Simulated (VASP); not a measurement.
A run of VASP 6.6.1 is set up as follows.

INCAR

```
SYSTEM = KCl
  PREC = Accurate
  ENCUT = 520
  EDIFF = 1E-8
  ISMEAR = -1
  SIGMA = 0.02
  LREAL = .FALSE.
  LASPH = .TRUE.
  NELM = 80
  ALGO = Normal
  ISIF = 2
  LWAVE = .FALSE.
  LCHARG = .FALSE.
  GGA = PE
  LEFG = .TRUE.
  NBANDS = 15
```

The input KPOINTS:

```
regular mesh
0
G
  7 7 7
  0 0 0
```

The input POSCAR:

```
KCl
1.0
    3.6340000000     -0.0181700000     -0.0181700000
   -0.0181700000      3.6340000000     -0.0181700000
   -0.0181700000     -0.0181700000      3.6340000000
K Cl
1 1
Direct
    0.0000000000      0.0000000000      0.0000000000
    0.5000000000      0.5000000000      0.5000000000
```

Potentials or basis: VASP PAW PBE potentials, release 64 (K_sv, Cl).

Command:

```sh
$ cat potpaw_PBE.64/K_sv/POTCAR potpaw_PBE.64/Cl/POTCAR > POTCAR
$ mpirun -np 1 vasp_std > vasp.out
```

Task: Predict the band gap on the k mesh.

Result: 5.61 eV, indirect (least direct gap 5.81 eV).

Task: Estimate the pressure.

Result: 4.5 GPa.

Stress tensor (GPa, compression positive):
```
4.54 0.17 0.17
0.17 4.54 0.17
0.17 0.17 4.54
```

Caveat: the cell differs from its parent crystal (equal xy, yz and zx shear strains of -1 %); without QUAD_EFG the Cq values of the log hold for a quadrupole moment of 1 mb, not for the nuclei. A k mesh can miss the band edges.
